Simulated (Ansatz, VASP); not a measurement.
## In3Se in VASP and in Ansatz

```
In Se
1.0
    -3.03714    3.03714    3.03714
     3.03714   -3.03714    3.03714
     3.03714    3.03714   -3.03714
In Se
3 1
Direct
  0.00000 0.50000 0.50000
  0.50000 0.00000 0.50000
  0.50000 0.50000 0.00000
  0.00000 0.00000 0.00000
```

Change from the starting cell: species swapped into the Sb3Au type (Im-3m, No. 229).

Alike in both runs: functional PBE; k mesh 12 × 12 × 12; occupations gaussian, width 0.1 eV; no spin polarisation.

Ansatz relaxed the structure, and its values are those at the end. VASP's run is a single point on that final structure, the one shown.

|  | VASP | Ansatz |
| --- | --- | --- |
| version | VASP 6.6.1 | Ansatz 0.2.0 |
| potentials or method | VASP PAW PBE potentials, release 64 (In_d, Se), cutoff 520 eV | scalar-relativistic, plane waves, PAW |
| valence electrons in the cell | 45 | 55 |

```csv
,VASP,Ansatz,Ansatz less VASP
gap on the k mesh at the Fermi level (eV),none,none,-
pressure (GPa),-0.1,0.0,+0.02
```

A gap of «none» marks a metal or a gap that the smearing closes. The functional is the same, so the differences come from potentials, cutoffs and numerics. VASP's potentials hold 45 valence electrons a cell and Ansatz's 55, so a difference there can come from the potentials and not from the codes.
